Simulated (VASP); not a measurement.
# AlCu6 (R-3) in VASP: a series of runs

AlCu6 is run at these levels: PBE; tasks: single point, relaxation of cell and atoms.

Everything below comes from runs of VASP 6.6.1. Logs are shortened: lines on timing, memory, paths and dates and some standing lists are left out, and cuts for length are marked.

## (1) The cell of the first run

It takes space group R-3 (No. 148, trigonal). Conventional cell: a = 6.870 Å, b = 6.870 Å, c = 6.307 Å, α = 90.00°, β = 90.00°, γ = 120.00°. Al (site symmetry -3) has 12 Cu at 2.59 to 2.60 Å within 3.4 Å. Within 3.4 Å of Cu (site symmetry 1) lie 10 Cu at 2.56 to 2.60 Å and 2 Al at 2.59 to 2.60 Å.

## (2) Single point, PBE

INCAR reads:

```
SYSTEM = AlCu6
PREC = Accurate ; ENCUT = 520
EDIFF = 1E-6 ; ISMEAR = 0
SIGMA = 0.2 ; LREAL = .False.
LASPH = .True. ; NELM = 100
ALGO = Normal ; ISIF = 2
LWAVE = .False. ; LCHARG = .True.
GGA = PE ; LELF = .True.
LVHAR = .True. ; NBANDS = 44
```

KPOINTS reads:

```
Automatic mesh
0
Gamma
  4 4 4
  0 0 0
```

POSCAR reads:

```
AlCu6
1.0
    3.4351416329      1.9832799481      2.1023779632
   -3.4351416329      1.9832799481      2.1023779632
    0.0000000000     -3.9665598913      2.1023779679
Al Cu
1 6
Direct
    0.0000000000      0.0000000000      0.0000000000
    0.2866701562      0.1453168085      0.5721463180
    0.7133298438      0.8546831915      0.4278536820
    0.5721463180      0.2866701562      0.1453168085
    0.4278536820      0.7133298438      0.8546831915
    0.1453168085      0.5721463180      0.2866701562
    0.8546831915      0.4278536820      0.7133298438
```

Potentials or basis: VASP PAW PBE potentials, release 64 (Al, Cu).

Command:

```bash
$ cat potpaw_PBE.64/Al/POTCAR potpaw_PBE.64/Cu/POTCAR > POTCAR
$ mpirun -np 1 vasp_std > vasp.out
```

OUTCAR:

```text
SYSTEM = AlCu6
   PREC = Accurate
   ENCUT = 520
   EDIFF = 1E-6
   ISMEAR = 0
   LREAL = .False.
   LASPH = .True.
   NELM = 100
   ISIF = 2
   GGA = PE

 ion  position               nearest neighbor table
   1  0.000  0.000  0.000-   4 2.59   5 2.59   7 2.59   6 2.59   2 2.59   3 2.59   5 2.60   4 2.60
                             7 2.60   6 2.60   3 2.60   2 2.60
   2  0.287  0.145  0.572-   7 2.56   5 2.56   1 2.59   6 2.59   4 2.59   6 2.59   4 2.59   3 2.60
                             1 2.60   7 2.60   5 2.60   3 2.60
   3  0.713  0.855  0.428-   6 2.56   4 2.56   1 2.59   7 2.59   5 2.59   7 2.59   5 2.59   2 2.60
                             1 2.60   6 2.60   4 2.60   2 2.60
   4  0.572  0.287  0.145-   3 2.56   7 2.56   1 2.59   6 2.59   2 2.59   6 2.59   2 2.59   5 2.60
                             1 2.60   3 2.60   7 2.60   5 2.60
   5  0.428  0.713  0.855-   2 2.56   6 2.56   1 2.59   7 2.59   3 2.59   7 2.59   3 2.59   4 2.60
                             1 2.60   2 2.60   6 2.60   4 2.60
   6  0.145  0.572  0.287-   3 2.56   5 2.56   1 2.59   4 2.59   2 2.59   4 2.59   2 2.59   7 2.60
                             1 2.60   3 2.60   5 2.60   7 2.60
   7  0.855  0.428  0.713-   2 2.56   4 2.56   1 2.59   5 2.59   3 2.59   5 2.59   3 2.59   6 2.60
                             1 2.60   2 2.60   4 2.60   6 2.60

  LATTYP: Found a trigonal (rhomboedric) cell.
 ALAT       =     4.4892750518
 COS(alpha) =    -0.1710268742

  Lattice vectors:

 A1 = (   3.4351416329,   1.9832799481,   2.1023779632)
 A2 = (  -3.4351416329,   1.9832799481,   2.1023779632)
 A3 = (   0.0000000000,  -3.9665598913,   2.1023779679)

Analysis of symmetry for initial positions (statically):
=====================================================================
 Subroutine PRICEL returns:
 Original cell was already a primitive cell.

 Routine SETGRP: Setting up the symmetry group for a
 trigonal (rhombohedral) supercell.

 Subroutine GETGRP returns: Found  6 space group operations
 (whereof  6 operations were pure point group operations)
 out of a pool of 12 trial point group operations.

The static configuration has the point symmetry S_6 .

Analysis of symmetry for dynamics (positions and initial velocities):
=====================================================================
 Subroutine PRICEL returns:
 Original cell was already a primitive cell.

 Routine SETGRP: Setting up the symmetry group for a
 trigonal (rhombohedral) supercell.

 Subroutine GETGRP returns: Found  6 space group operations
 (whereof  6 operations were pure point group operations)
 out of a pool of 12 trial point group operations.

The dynamic configuration has the point symmetry S_6 .

 Subroutine INISYM returns: Found  6 space group operations
 (whereof  6 operations are pure point group operations),
 and found     1 'primitive' translations

----------------------------------------------------------------------------------------

                                     Primitive cell

  volume of cell :      85.9391

  direct lattice vectors                    reciprocal lattice vectors
     3.435141633  1.983279948  2.102377963     0.145554406  0.084035876  0.158550622
    -3.435141633  1.983279948  2.102377963    -0.145554406  0.084035876  0.158550622
     0.000000000 -3.966559891  2.102377968     0.000000000 -0.168071751  0.158550622

  length of vectors
     4.489275052  4.489275052  4.489275052     0.231055000  0.231055000  0.231055000

  position of ions in fractional coordinates (direct lattice)
     0.000000000  0.000000000  0.000000000
     0.286670156  0.145316808  0.572146318
     0.713329844  0.854683192  0.427853682
     0.572146318  0.286670156  0.145316808
     0.427853682  0.713329844  0.854683192
     0.145316808  0.572146318  0.286670156
     0.854683192  0.427853682  0.713329844

  ion indices of the primitive-cell ions
   primitive index   ion index
                 1           1
                 2           2
                 3           3
                 4           4
                 5           5
                 6           6
                 7           7

----------------------------------------------------------------------------------------

 KPOINTS: Automatic mesh

Automatic generation of k-mesh.
 Grid dimensions read from file:
 generate k-points for:    4    4    4

 Generating k-lattice:

  Cartesian coordinates                     Fractional coordinates (reciprocal lattice)
     0.036388602  0.021008969  0.039637655     0.250000000  0.000000000  0.000000000
    -0.036388602  0.021008969  0.039637655     0.000000000  0.250000000  0.000000000
     0.000000000 -0.042017938  0.039637655     0.000000000  0.000000000  0.250000000

  Length of vectors
     0.057763750  0.057763750  0.057763750

  Shift w.r.t. Gamma in fractional coordinates (k-lattice)
     0.000000000  0.000000000  0.000000000

 Subroutine IBZKPT returns following result:
 ===========================================

 Found     14 irreducible k-points:

 Following reciprocal coordinates:
            Coordinates               Weight
  0.000000  0.000000  0.000000      1.000000
  0.250000  0.000000 -0.000000      6.000000
  0.500000  0.000000 -0.000000      3.000000
  0.250000  0.250000 -0.000000      6.000000
  0.500000  0.250000  0.000000      6.000000
  0.500000  0.000000 -0.250000      6.000000
 -0.250000  0.250000  0.000000      6.000000
  0.500000  0.500000 -0.000000      3.000000
  0.250000  0.250000  0.250000      2.000000
  0.500000  0.250000  0.250000      6.000000
 -0.250000  0.250000  0.250000      6.000000
  0.500000  0.500000  0.250000      6.000000
 -0.250000  0.500000  0.250000      6.000000
  0.500000  0.500000  0.500000      1.000000
   k-points           NKPTS =     14   k-points in BZ     NKDIM =     14   number of bands    NBANDS=     44
   number of dos      NEDOS =    301   number of ions     NIONS =      7
   total plane-waves  NPLWV =  46656
   dimension x,y,z NGX =    36 NGY =   36 NGZ =   36
   dimension x,y,z NGXF=    72 NGYF=   72 NGZF=   72
   ions per type =               1   6
   NGX,Y,Z   is equivalent  to a cutoff of  13.33, 13.33, 13.33 a.u.
   NGXF,Y,Z  is equivalent  to a cutoff of  26.66, 26.66, 26.66 a.u.
 SYSTEM =  AlCu6
   PREC   = accura    normal or accurate (medium, high low for compatibility)
   ISTART =      0    job   : 0-new  1-cont  2-samecut
   ICHARG =      2    charge: 1-file 2-atom 10-const
   ISPIN  =      1    spin polarized calculation?
   LNONCOLLINEAR =      F non collinear calculations
   LSORBIT =      F    spin-orbit coupling
   LASPH  =      T    aspherical Exc in radial PAW
   ENCUT  =  520.0 eV  38.22 Ry    6.18 a.u.   8.35  8.35  8.35*2*pi/ulx,y,z
   NELM   =    100;   NELMIN=  2; NELMDL= -5     # of ELM steps
   EDIFF  = 0.1E-05   stopping-criterion for ELM
   LREAL  =      F    real-space projection
   EDIFFG = 0.1E-04   stopping-criterion for IOM
   NSW    =      0    number of steps for IOM
   IBRION =     -1    ionic relax: 0-MD 1-quasi-New 2-CG
   NFREE  =      0    steps in history (QN), initial steepest desc. (CG)
   ISIF   =      2    stress and relaxation
   ISYM   =      2    0-nonsym 1-usesym 2-fastsym
   POTIM  = 0.5000    time-step for ionic-motion
   TEBEG  =    0.0;   TEEND  =   0.0 temperature during run
   PSTRESS=    0.0 pullay stress
   NELECT =      69.0000    total number of electrons
   NUPDOWN=      -1.0000    fix difference up-down
   EMIN   =  10.00;   EMAX   =-10.00  energy-range for DOS
   EFERMI =   0.00;   METHOD = LEGACY
   ISMEAR =     0;   SIGMA  =   0.20  broadening in eV -4-tet -1-fermi 0-gaus
   EFERMI_NEDOS =   21; number of points for ismear=-14 and -15
   IALGO  =     38    algorithm
   IMIX   =      4    mixing-type and parameters
     AMIX     =   0.40;   BMIX     =  1.00
     AMIX_MAG =   1.60;   BMIX_MAG =  1.00
  volume/ion in A,a.u.               =      12.28        82.85
  Fermi-wavevector in a.u.,A,eV,Ry     =   1.521578  2.875366 31.500213  2.315200
  Thomas-Fermi vector in A             =   2.630274
   LORBIT       =      0    0 simple, 1 ext, 2 COOP (PROOUT), +10 PAW based schemes
   GGA     = PE    functional components
   LHFCALC =     F    Hartree Fock is set to
   AEXX    =    0.0000 exact exchange contribution
   IVDW    =     0    specifies the selected vdW correction
   LEPSILON=     F    determine dielectric tensor
   LRPA    =     F    only Hartree local field effects (RPA)
 non-spin polarized calculation
 Gauss-broadening in eV      SIGMA  =   0.20
  energy-cutoff  :      520.00
  volume of cell :       85.94
 maximum number of plane-waves:      2332
 NGX is ok and might be reduce to    36
   NGX = 17   NGY = 17   NGZ = 17

 number of electron      69.0000056 magnetization

 Free energy of the ion-electron system (eV)
  ---------------------------------------------------
  ext. energy  EPLUGINS =         0.00000000
  ---------------------------------------------------
  free energy    TOTEN  =       -26.75752545 eV

  energy without entropy =      -26.69389360  energy(sigma->0) =      -26.72570953

 E-fermi :   7.8756     XC(G=0): -12.3449

 val. band max:        7.8417326178   @ k =   0.5000   0.5000   0.2500
 cond. band min:       7.8759506853   @ k =  -0.2500   0.2500   0.2500
 fundamental gap:      0.0342180675
 Fermi energy:         7.8755672864

 k-point     1 :       0.0000    0.0000    0.0000
  band No.  band energies     occupation
      1      -2.0583      2.00000
      2       3.0403      2.00000
      3       3.1844      2.00000
      4       3.4573      2.00000
      5       3.4573      2.00000
      6       3.8015      2.00000
[... 36 lines left out ...]
     43      13.4629      0.00000
     44      18.1347      0.00000

 k-point     2 :       0.2500    0.0000   -0.0000
  band No.  band energies     occupation
      1      -1.5534      2.00000
      2       1.9593      2.00000
      3       3.0270      2.00000
      4       3.2790      2.00000
      5       3.4812      2.00000
      6       3.6208      2.00000
[... 556 lines left out ...]
 k-point    14 :       0.5000    0.5000    0.5000
  band No.  band energies     occupation
      1       1.4403      2.00000
      2       2.2746      2.00000
      3       2.2746      2.00000
      4       2.5819      2.00000
      5       2.9263      2.00000
      6       3.0240      2.00000
[... 36 lines left out ...]
     43      17.4431      0.00000
     44      17.9882      0.00000

------------------------ aborting loop because EDIFF is reached ----------------------------------------

  FORCE on cell =-STRESS in cart. coord.  units (eV):
  Direction    XX          YY          ZZ          XY          YZ          ZX
  --------------------------------------------------------------------------------------
  -------------------------------------------------------------------------------------
  Total        0.3712931      0.3712931      0.2774751     -0.0000000     -0.0000000      0.0000000
  in kB        6.9220830      6.9220830      5.1730159     -0.0000004     -0.0000000      0.0000000
  external PRESSURE =       6.3390606 kB  Pullay stress =       0.0000000 kB

 VOLUME and BASIS-vectors are now :
 -----------------------------------------------------------------------------
  energy-cutoff  :      520.00
  volume of cell :       85.94
      direct lattice vectors                 reciprocal lattice vectors
     3.435141633  1.983279948  2.102377963     0.145554406  0.084035876  0.158550622
    -3.435141633  1.983279948  2.102377963    -0.145554406  0.084035876  0.158550622
     0.000000000 -3.966559891  2.102377968     0.000000000 -0.168071751  0.158550622

 POSITION                                       TOTAL-FORCE (eV/Angst)
 -----------------------------------------------------------------------------------
      0.00000      0.00000      0.00000         0.000000      0.000000     -0.000000
      0.48557     -1.41270      2.11107        -0.009179      0.002155      0.006885
     -0.48557      1.41270      4.19607         0.009179     -0.002155     -0.006885
      0.98065      1.12687      2.11107         0.002724     -0.009027      0.006885
     -0.98065     -1.12687      4.19607        -0.002724      0.009027     -0.006885
     -1.46622      0.28584      2.11107         0.006455      0.006872      0.006885
      1.46622     -0.28584      4.19607        -0.006455     -0.006872     -0.006885
 -----------------------------------------------------------------------------------
    total drift:                               -0.000000      0.000000      0.000000

  FREE ENERGIE OF THE ION-ELECTRON SYSTEM (eV)
  ---------------------------------------------------
  free  energy   TOTEN  =       -26.7575254535 eV

  energy  without entropy=      -26.6938936037  energy(sigma->0) =      -26.72570953
```

It took 1.8 min on 1 thread of Intel Xeon 8259CL, shared host; peak memory 0.22 GiB.

What came out:

| Property | Result |
| --- | --- |
| Free energy | -26.7575 eV |
| Pressure | 0.6 GPa |
| Largest force | 0.012 eV/Å |
| Band gap on the k mesh | zero (an odd number of electrons rules out a gap without spin polarisation) |

Forces on the atoms (eV/Å):
```
Al   0.000  0.000  0.000
Cu  -0.009  0.002  0.007
Cu   0.009 -0.002 -0.007
Cu   0.003 -0.009  0.007
Cu  -0.003  0.009 -0.007
Cu   0.006  0.007  0.007
Cu  -0.006 -0.007 -0.007
```

Stress tensor (GPa, compression positive):
```
0.69 0.00 0.00
0.00 0.69 0.00
0.00 0.00 0.52
```

Caveat: the k points lie up to 0.36 Å⁻¹ apart, too coarse for converged energies and pressures of a metal.

## (3) Single point, PBE

INCAR reads:

```
ALGO = Fast
EDIFF = 1E-6
ENCUT = 520
GGA = PE
ISIF = 2
ISMEAR = 0
LASPH = True
LCHARG = False
LREAL = False
LWAVE = False
NBANDS = 44
NELM = 60
PREC = Accurate
SIGMA = 0.1
```

KPOINTS reads:

```
k-points
0
Gamma
  6 6 6
```

POSCAR reads:

```
AlCu6
1.0
    3.4282209460      1.9792842860      2.1128532072
   -3.4282209460      1.9792842860      2.1128532072
    0.0000000000     -3.9585685720      2.1128532072
Al Cu
1 6
Direct
    0.0000000000      0.0000000000      0.0000000000
    0.2864472015      0.1441768478      0.5719388670
    0.7135527985      0.8558231522      0.4280611330
    0.5719388670      0.2864472015      0.1441768478
    0.4280611330      0.7135527985      0.8558231522
    0.1441768478      0.5719388670      0.2864472015
    0.8558231522      0.4280611330      0.7135527985
```

Potentials or basis: VASP PAW PBE potentials, release 64 (Al, Cu).

Command:

```bash
$ cat potpaw_PBE.64/Al/POTCAR potpaw_PBE.64/Cu/POTCAR > POTCAR
$ mpirun -np 1 vasp_std > vasp.out
```

It took 5.4 min on 1 thread of Intel Xeon 8259CL, shared host; peak memory 0.27 GiB.

The run converged. Its results:

- Free energy: -26.8558 eV
- Pressure: 0.6 GPa
- Largest force: 0.005 eV/Å
- Band gap on the k mesh: zero (an odd number of electrons rules out a gap without spin polarisation)

Forces on the atoms (eV/Å):
```
Al   0.000  0.000  0.000
Cu   0.001  0.001 -0.005
Cu  -0.001 -0.001  0.005
Cu  -0.002  0.000 -0.005
Cu   0.002  0.000  0.005
Cu   0.001 -0.002 -0.005
Cu  -0.001  0.002  0.005
```

Levels at points of the mesh, in eV from the Fermi level:
```csv
k point,band 31,band 32,band 33,band 34,band 35,band 36,band 37,band 38
"(0.00, 0.00, 0.00)",-2.05,-0.05,-0.05,0.08,0.37,0.39,0.39,4.02
"(0.50, 0.00, 0.00)",-2.03,-1.99,-1.87,0.22,0.62,2.21,2.87,3.02
"(0.50, 0.50, 0.00)",-2.03,-1.92,-1.82,-1.57,0.36,1.31,1.60,2.94
"(0.50, 0.50, 0.50)",-1.86,-1.84,-1.84,-1.71,-1.57,-1.57,-1.30,2.34
```

## (4) Relaxation of cell and atoms, PBE

This run uses another cell than the first one, of 12.60 Å³/atom.

INCAR reads:

```
  ALGO = Normal
  EDIFF = 1E-6
  EDIFFG = -0.08
  ENCUT = 600
  GGA = PE
  IBRION = 2
  ISIF = 3
  ISMEAR = 0
  LASPH = T
  LCHARG = F
  LREAL = F
  LWAVE = F
  NELM = 100
  NSW = 36
  PREC = Accurate
  SIGMA = 0.2
```

KPOINTS reads:

```
k-points
0
Gamma
  4 4 4
```

POSCAR reads:

```
AlCu6
1.0
    3.4555000000      1.9950338600      2.1326666700
   -3.4555000000      1.9950338600      2.1326666700
    0.0000000000     -3.9900677100      2.1326666700
Al Cu
1 6
Direct
    0.0000000000      0.0000000000      0.0000000000
    0.2857140000      0.1428570000      0.5714290000
    0.7142860000      0.8571430000      0.4285710000
    0.5714290000      0.2857140000      0.1428570000
    0.4285710000      0.7142860000      0.8571430000
    0.1428570000      0.5714290000      0.2857140000
    0.8571430000      0.4285710000      0.7142860000
```

Command:

```bash
$ cat potpaw_PBE.64/Al/POTCAR potpaw_PBE.64/Cu/POTCAR > POTCAR
$ mpirun -np 1 vasp_std > vasp.out
```

Wall time 3.9 min (1 thread of Intel Xeon 8259CL, shared host); peak memory 0.23 GiB.

The run converged. Its results:

* Free energy: -26.7566 eV
* Relaxed volume: 12.33 Å³/atom
* Relaxed cell: a = 4.493 Å, b = 4.493 Å, c = 4.493 Å, α = 99.69°, β = 99.69°, γ = 99.69°
* Space group after relaxing (to 0.1 Å): R-3 (No. 148)
* Energy gained by relaxing: 2.6 meV/atom
* Ionic steps: 3
* Pressure after relaxing: 0.1 GPa
* Largest force after relaxing: 0.069 eV/Å
* Band gap on the k mesh: zero (an odd number of electrons rules out a gap without spin polarisation)

Forces in eV/Å, atoms in the order of the input:
```
Al   0.000  0.000  0.000
Cu  -0.021  0.038  0.054
Cu   0.021 -0.038 -0.054
Cu  -0.022 -0.037  0.054
Cu   0.022  0.037 -0.054
Cu   0.043  0.000  0.054
Cu  -0.043  0.000 -0.054
```

Stress tensor (GPa, compression positive):
```
 0.42  0.00  0.00
 0.00  0.42  0.00
 0.00  0.00 -0.43
```

The path:
| step | energy change (eV) | largest force (eV/Å) | pressure (GPa) | volume (Å³) |
| --- | --- | --- | --- | --- |
| 1 | 0.0000 | 0.0916 | -2.84 | 88.21 |
| 2 | -0.0144 | 0.0568 | 1.51 | 85.39 |
| 3 | -0.0182 | 0.0692 | 0.14 | 86.29 |

Final structure:
```cif
data_structure
_symmetry_space_group_name_H-M 'P 1'
_symmetry_Int_Tables_number 1
_cell_length_a 4.4927
_cell_length_b 4.4927
_cell_length_c 4.4927
_cell_angle_alpha 99.688
_cell_angle_beta 99.688
_cell_angle_gamma 99.688
_cell_volume 86.29
loop_
_atom_site_label
_atom_site_type_symbol
_atom_site_fract_x
_atom_site_fract_y
_atom_site_fract_z
_atom_site_occupancy
Al1 Al 0.00000 0.00000 0.00000 1
Cu1 Cu 0.28610 0.14347 0.57145 1
Cu2 Cu 0.71390 0.85653 0.42855 1
Cu3 Cu 0.57145 0.28610 0.14347 1
Cu4 Cu 0.42855 0.71390 0.85653 1
Cu5 Cu 0.14347 0.57145 0.28610 1
Cu6 Cu 0.85653 0.42855 0.71390 1
```

Levels at points of the mesh, in eV from the Fermi level:
```
           k point  band 30  band 31  band 32  band 33  band 34  band 35  band 36  band 37  band 38  band 39
(0.00, 0.00, 0.00)    -2.02    -1.98     0.02     0.02     0.16     0.42     0.45     0.45     4.06     4.62
(0.50, 0.00, 0.00)    -1.97    -1.97    -1.93    -1.79     0.28     0.67     2.26     2.93     3.09     3.45
(0.50, 0.50, 0.00)    -1.98    -1.97    -1.86    -1.76    -1.51     0.43     1.37     1.66     2.99     3.90
(0.50, 0.50, 0.50)    -1.99    -1.79    -1.77    -1.77    -1.65    -1.51    -1.51    -1.22     2.42     8.66
```

Caveat: the relaxation stopped at a loose force limit of 0.08 eV/Å, so its end isn't a converged minimum.

## (5) The runs side by side

```tsv
task	cell	k mesh	cutoff (eV)	smearing	gap on the mesh (eV)	pressure (GPa)	largest force (eV/Å)
single point	a = 4.489 Å, angles 99.8°, 7 atoms, atomic positions A	4 × 4 × 4	520	gaussian 0.2 eV	none	0.6	0.01
single point	a = 4.487 Å, angles 99.6°, 7 atoms, atomic positions B	6 × 6 × 6	520	gaussian 0.1 eV	none	0.6	-
relaxation of cell and atoms	relaxed from a = 4.524 Å, angles 99.6°, 7 atoms, atomic positions C	4 × 4 × 4	600	gaussian 0.2 eV	none	0.1	0.07
```

Alike in all rows: level PBE; potentials or basis VASP PAW PBE potentials, release 64 (Al, Cu); no spin polarisation.

Caveats: some runs use coarse meshes; the relaxation stopped at a loose force limit of 0.08 eV/Å, so its end isn't a converged minimum (at least some runs).

Total energies depend on the potentials used, so only differences within one code and one set of settings carry meaning.

The gap in the log of VASP goes by the Fermi energy; the results here count the filled bands.